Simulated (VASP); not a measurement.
Runs of VASP 6.6.1 on Te. The structure is that of space group P6_3/mmc (No. 194), or close to it. The cells are those of the table. This isn't the form of Te at room conditions, which is trigonal, of chains.

| task | cell | k mesh | cutoff (eV) | gap on the mesh (eV) | pressure (GPa) |
| --- | --- | --- | --- | --- | --- |
| single point | a = 3.888, b = 3.888, c = 4.403 Å, angles 90.0, 90.0, 120.0°, 2 atoms | 11 × 11 × 6 | 520 | none | (a) |
| single point | a = 3.888, b = 3.888, c = 4.403 Å, angles 90.0, 90.0, 120.0°, 2 atoms | 11 × 11 × 8 | 520 | none | 0.0 |
| single point | a = 3.940, b = 3.940, c = 4.461 Å, angles 90.0, 90.0, 120.0°, 2 atoms | 11 × 11 × 8 | 520 | none | -2.2 |
| relaxation of cell and atoms | relaxed from a = 3.442, b = 3.442, c = 5.621 Å, angles 90.0, 90.0, 120.0°, 2 atoms | 11 × 11 × 6 | 600 | none | 0.0 |
| single point | a = 3.989, b = 3.989, c = 4.518 Å, angles 90.0, 90.0, 120.0°, 2 atoms | 11 × 11 × 8 | 520 | none | (b) |
| single point | a = 3.836, b = 3.836, c = 4.344 Å, angles 90.0, 90.0, 120.0°, 2 atoms | 11 × 11 × 8 | 520 | none | 2.9 |
| single point | a = 3.782, b = 3.782, c = 4.283 Å, angles 90.0, 90.0, 120.0°, 2 atoms | 11 × 11 × 8 | 520 | none | 6.4 |
| single point | a = 3.726, b = 3.726, c = 4.220 Å, angles 90.0, 90.0, 120.0°, 2 atoms | 11 × 11 × 8 | 520 | none | 10.8 |

Alike in all rows: level LDA; potentials or basis VASP PAW LDA potentials, release 64 (Te); no spin polarisation; smearing fermi-dirac 0.1 eV.

Q: Estimate the missing entries.

A: (a) 0.1; (b) -4.0.

Caveats: spin-orbit coupling is left out, which moves the levels of the heavy elements; a cell axis changed by over 15 % at a fixed basis, so the end point is rough (at least some runs); the cell stands under tension (at least some runs); the cell stands under pressure (at least some runs); the stress differs along the axes, from 9 to 15 GPa (at least some runs).

A k mesh can miss the band edges, and the runs leave out spin-orbit coupling on Te.

A gap of «none» marks levels without a gap at the run's occupations.
